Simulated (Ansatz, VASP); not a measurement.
## Two plane-wave programs on Rb2CdSe2O6

File INCAR:

```
SYSTEM = Rb2CdSe2O6
ALGO     = Normal         ! electronic algorithm
EDIFF    = 1E-8           ! SCF threshold, eV
ENCUT    = 520            ! plane-wave cutoff, eV
GGA      = PE             ! functional
ISIF     = 2              ! what is computed and relaxed
ISMEAR   = -1             ! smearing method
LASPH    = .TRUE.         ! aspherical terms in the spheres
LCHARG   = .FALSE.        ! write CHGCAR
LEFG     = .TRUE.       
LREAL    = .FALSE.        ! projectors in reciprocal space
LWAVE    = .FALSE.        ! write WAVECAR
NBANDS   = 50             ! bands
NELM     = 100            ! most SCF steps
PREC     = Accurate       ! precision mode
SIGMA    = 0.02           ! smearing width, eV
```

File KPOINTS:

```
k-points
0
G
  4 4 4
  0 0 0
```

The input POSCAR:

```
Rb2CdSe2O6
1.0
    2.8751508921      1.6599691415      6.5561700000
   -2.8751508921      1.6599691415      6.5561700000
    0.0000000000     -3.3199382831      6.5561700000
Rb Cd Se O
2 1 2 6
Direct
    0.8037666667      0.8037666667      0.8037666667
    0.1962333333      0.1962333333      0.1962333333
    0.0000000000      0.0000000000      0.0000000000
    0.6269166667      0.6269166667      0.6269166667
    0.3730833333      0.3730833333      0.3730833333
    0.7444100000      0.2832100000      0.7444100000
    0.7444100000      0.7444100000      0.2832100000
    0.2832100000      0.7444100000      0.7444100000
    0.2555900000      0.7167900000      0.2555900000
    0.7167900000      0.2555900000      0.2555900000
    0.2555900000      0.2555900000      0.7167900000
```

Input for Ansatz:

```yaml
crystal:
  lattice:
    - [2.8751508921, 1.6599691415, 6.55617]
    - [-2.8751508921, 1.6599691415, 6.55617]
    - [0.0, -3.3199382831, 6.55617]
  atoms:
    - { symbol: Rb, position: [0.8037666667, 0.8037666667, 0.8037666667] }
    - { symbol: Rb, position: [0.1962333333, 0.1962333333, 0.1962333333] }
    - { symbol: Cd, position: [0.0, 0.0, 0.0] }
    - { symbol: Se, position: [0.6269166667, 0.6269166667, 0.6269166667] }
    - { symbol: Se, position: [0.3730833333, 0.3730833333, 0.3730833333] }
    - { symbol: O, position: [0.74441, 0.28321, 0.74441] }
    - { symbol: O, position: [0.74441, 0.74441, 0.28321] }
    - { symbol: O, position: [0.28321, 0.74441, 0.74441] }
    - { symbol: O, position: [0.25559, 0.71679, 0.25559] }
    - { symbol: O, position: [0.71679, 0.25559, 0.25559] }
    - { symbol: O, position: [0.25559, 0.25559, 0.71679] }
kpoints:
  mp_grid: { grid: [4, 4, 4] }
scf:
  occupations: { method: fermi_dirac, width: 0.02 }
hamiltonian:
  xc: pbe
  pseudopotentials: { kind: paw }
output:
  forces: true
  stress: true
  populations: true
  efg:
    quadrupole_moments_barn: { Rb: 0.1335, O: -0.02558 }
    contact_densities: true
```

Alike in both runs: task electric field gradients; functional PBE; k mesh 4 × 4 × 4; occupations fermi-dirac, width 0.02 eV; no spin polarisation.

|  | VASP | Ansatz |
| --- | --- | --- |
| version | VASP 6.6.1 | Ansatz 0.2.0 |
| potentials or method | VASP PAW PBE potentials, release 64 (Rb_sv, Cd, Se, O) | plane-wave PAW, scalar-relativistic |
| plane-wave cutoff (eV) | 520 | 420 |
| valence electrons in the cell | 78 | 106 |

Ansatz gave:

| Property | Result |
| --- | --- |
| gap on the k mesh at the Fermi level (eV) | 3.88 |
| pressure (GPa) | 5.2 |
| traceless stress, the component that is largest in VASP (GPa) | -1.31 |
| rms of the force components (eV/Å) | 0.540 |
| size of Vzz on the site where it differs most (V/Å²) | 322.0 |

What did VASP give for the same quantities?

gap on the k mesh at the Fermi level (eV): 3.86; pressure (GPa): 6.0; traceless stress, the component that is largest in VASP (GPa): -1.61; rms of the force components (eV/Å): 0.660; size of Vzz on the site where it differs most (V/Å²): 306.8.

Atom by atom the forces differ by 0.120 eV/Å (rms over components). The functional is the same, so the differences come from potentials, cutoffs and numerics. VASP's potentials hold 78 valence electrons a cell and Ansatz's 106, so a difference there can come from the potentials and not from the codes.
